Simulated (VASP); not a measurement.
Set up this calculation in VASP 6.6.1, as the native input.

- Task: single point
- Functional: PBEsol
- Potentials or basis: VASP PAW PBE potentials, release 64 (V_sv, Si)
- Cutoff: 520 eV
- k mesh: 12 × 12 × 6
- Occupations: gaussian, width 0.1 eV
- Spin: no spin polarisation
- Dipole correction: no
- Further INCAR settings: ALGO = Normal; EDIFF = 1e-06; NBANDS = 42

The structure of VSi2 lies in POSCAR:

```
VSi2
1.0
    4.3207714539      0.0000000000      0.0000000000
   -2.1603857270      3.7418978431      0.0000000000
    0.0000000000      0.0000000000      6.0937965121
V Si
3 6
Direct
    0.5000000000      0.0000000000      0.0000000000
    0.5000000000      0.5000000000      0.6666666667
    0.0000000000      0.5000000000      0.3333333333
    0.1639510410      0.3279020819      0.0000000000
    0.8360489590      0.1639510410      0.6666666667
    0.6720979181      0.8360489590      0.3333333333
    0.8360489590      0.6720979181      0.0000000000
    0.1639510410      0.8360489590      0.6666666667
    0.3279020819      0.1639510410      0.3333333333
```

The input as run:

INCAR

```
PREC = Accurate
ENCUT = 520
EDIFF = 1E-6
ISMEAR = 0
SIGMA = 0.1
LREAL = False
LASPH = True
NELM = 100
ALGO = Normal
ISIF = 2
LWAVE = False
LCHARG = False
GGA = PS
NBANDS = 42
```

KPOINTS

```
Automatic mesh
0
Gamma
  12 12 6
```

Potentials or basis: VASP PAW PBE potentials, release 64 (V_sv, Si).

Launch:

```bash
$ cat potpaw_PBE.64/V_sv/POTCAR potpaw_PBE.64/Si/POTCAR > POTCAR
$ mpirun -np 1 vasp_std > vasp.out
```

Results of the run:

| Property | Result |
| --- | --- |
| Pressure | 31.8 GPa |
| Band gap on the k mesh | zero (an odd number of electrons rules out a gap without spin polarisation) |

Caveat: the cell stands under pressure; the PAW data sets were made with another functional, which shifts forces and pressure a little.

Run time: 110 s on 1 thread of Intel(R) Xeon(R) 6975P-C (Granite Rapids) (shared host), peak memory 0.37 GiB.
